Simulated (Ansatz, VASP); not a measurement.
One calculation of HfTiH6, two programs

```
CELL_PARAMETERS angstrom
2.61703 1.51094 2.28109
-2.61703 1.51094 2.28109
0.00000 -3.02189 2.28109
ATOMIC_POSITIONS crystal
Hf 0.00000 0.00000 0.00000
Ti 0.50000 0.50000 0.50000
H 0.35683 0.35683 0.98344
H 0.98344 0.35683 0.35683
H 0.35683 0.98344 0.35683
H 0.01656 0.64317 0.64317
H 0.64317 0.64317 0.01656
H 0.64317 0.01656 0.64317
```

Alike in both runs: task relaxation of cell and atoms; functional PBE; k mesh 12 × 12 × 12; occupations gaussian, width 0.1 eV; no spin polarisation.

|  | VASP | Ansatz |
| --- | --- | --- |
| version | VASP 6.6.1 | Ansatz 0.2.0 |
| potentials or method | VASP PAW PBE potentials, release 64 (Hf_pv, Ti_sv, H), cutoff 600 eV | scalar-relativistic, plane waves, PAW |
| valence electrons in the cell | 28 | 44 |

```csv
,VASP,Ansatz,Ansatz less VASP
"gap on the k mesh at the Fermi level, each at its own relaxed structure (eV)",none,none,-
relaxed volume (Å³/atom),6.76,6.78,+0.024
relaxed cell length with the largest relative difference (Å),3.784,3.788,+0.0042
```

A gap of «none» marks a metal or a gap that the smearing closes. VASP's potentials hold 28 valence electrons a cell and Ansatz's 44, so a difference there can come from the potentials and not from the codes.

Neither program's run includes spin-orbit coupling.
